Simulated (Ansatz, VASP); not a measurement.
**WS2: VASP beside Ansatz**

```
W S
1.0
     3.18352    0.00000    0.00000
    -1.59176    2.75701    0.00000
     0.00000    0.00000   16.95058
W S
1 2
Direct
  0.33333 0.66667 0.00000
  0.66667 0.33333 0.90752
  0.66667 0.33333 0.09248
```

Alike in both runs: functional PBE; dispersion D3(BJ); k mesh 12 × 12 × 2; occupations gaussian, width 0.02 eV; no spin polarisation.

Ansatz relaxed the structure, and its values are those at the end. VASP's run is a single point on that final structure, the one shown.

```csv
,VASP,Ansatz
version,VASP 6.6.1,Ansatz 0.2.0
potentials or method,"VASP PAW PBE potentials, release 64 (W_sv, S), cutoff 520 eV","scalar-relativistic, plane waves, PAW"
valence electrons in the cell,26,26
```

```csv
,VASP,Ansatz,Ansatz less VASP
gap on the k mesh at the Fermi level (eV),1.82,1.81,-0.003
least direct gap on the mesh (eV),1.82,1.81,-0.003
```

Ansatz's warnings: stress scf threshold loose.

Spin-orbit coupling is off throughout.
